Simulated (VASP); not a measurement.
Set up this calculation in VASP 6.6.1, as the native input.

```yaml
Task: relaxation of cell and atoms
Functional: PBE
Potentials_or_basis: VASP PAW PBE potentials, release 64 (Cd, F)
Cutoff: 600 eV
k_mesh: 9 × 9 × 9
Occupations: fermi-dirac, width 0.05 eV
Spin: no spin polarisation
Target_pressure: 10 GPa
Dipole_correction: no
Further_INCAR_settings: ALGO = Normal; EDIFF = 1e-07; IBRION = 2; EDIFFG = -0.01; NSW = 60; ISIF = 3
```

The structure of CdF2 lies in POSCAR:

```
CdF2
1.0
    0.0000000000      2.6940000000      2.6940000000
    2.6940000000      0.0000000000      2.6940000000
    2.6940000000      2.6940000000      0.0000000000
Cd F
1 2
Direct
    0.0000000000      0.0000000000      0.0000000000
    0.7500000000      0.7500000000      0.7500000000
    0.2500000000      0.2500000000      0.2500000000
```

These files were run (other wordings do the same):

INCAR

```
SYSTEM = CdF2
PREC = Accurate ; ENCUT = 600
EDIFF = 1E-7 ; ISMEAR = -1
SIGMA = 0.05 ; LREAL = .FALSE.
LASPH = .TRUE. ; NELM = 100
ALGO = Normal ; ISIF = 3
LWAVE = .FALSE. ; LCHARG = .FALSE.
GGA = PE ; IBRION = 2
NSW = 60 ; EDIFFG = -0.01
PSTRESS = 100.0
```

KPOINTS

```
Automatic mesh
0
G
  9 9 9
  0 0 0
```

Potentials or basis: VASP PAW PBE potentials, release 64 (Cd, F).

The run is started by

```console
$ cat potpaw_PBE.64/Cd/POTCAR potpaw_PBE.64/F/POTCAR > POTCAR
$ mpirun -np 1 vasp_std > vasp.out
```

Results of the run:

The relaxed volume is 12.64 Å³/atom and the relaxed cell is a = 3.771 Å, b = 3.771 Å, c = 3.771 Å, α = 60.00°, β = 60.00°, γ = 60.00°. The space group after relaxing (to 0.05 Å) is Fm-3m (No. 225), the energy change on relaxing (the enthalpy is what falls) is +19.4 meV/atom and the ionic steps are 3. The pressure after relaxing is 10.0 GPa and the band gap on the k mesh is 3.21 eV, indirect (least direct gap 3.64 eV).

Caveat: the cell is relaxed towards a set pressure, so the enthalpy falls and the energy may rise.

It took 29 s on 1 thread of Intel(R) Xeon(R) 6975P-C (Granite Rapids), with other jobs on the host, peak memory 0.18 GiB.
